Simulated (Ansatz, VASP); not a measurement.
**Zr2OF2 in VASP and in Ansatz**

```
Zr O F
1.0
     6.05303    0.00000    0.00000
     0.00000    6.05303    0.00000
     0.00000    0.00000    4.23142
Zr O F
4 2 4
Cartesian
  4.1421 1.1156 0.0000
  1.9109 4.9374 0.0000
  4.9374 4.1421 0.0000
  1.1156 1.9109 0.0000
  0.0000 0.0000 0.0000
  3.0265 3.0265 0.0000
  1.9010 4.9275 2.1157
  4.1521 1.1255 2.1157
  1.1255 1.9010 2.1157
  4.9275 4.1521 2.1157
```

Change from the starting cell: species swapped into the Y2InGe2 type (P4/mbm, No. 127).

Alike in both runs: functional PBE; k mesh 6 × 6 × 10; occupations gaussian, width 0.1 eV; no spin polarisation.

Ansatz relaxed the structure, and its values are those at the end. VASP's run is a single point on that final structure, the one shown.

|  | VASP | Ansatz |
| --- | --- | --- |
| version | VASP 6.6.1 | Ansatz 0.2.0 |
| potentials or method | VASP PAW PBE potentials, release 64 (Zr_sv, O, F), cutoff 520 eV | scalar-relativistic, plane waves, PAW |
| valence electrons in the cell | 88 | 88 |

```csv
,VASP,Ansatz,Ansatz less VASP
gap on the k mesh at the Fermi level (eV),none,none,-
pressure (GPa),0.0,0.0,-0.07
rms of the force components (eV/Å),0.006,0.003,-0.0028
```

A gap of «none» marks a metal or a gap that the smearing closes. The functional is the same, so the differences come from potentials, cutoffs and numerics.
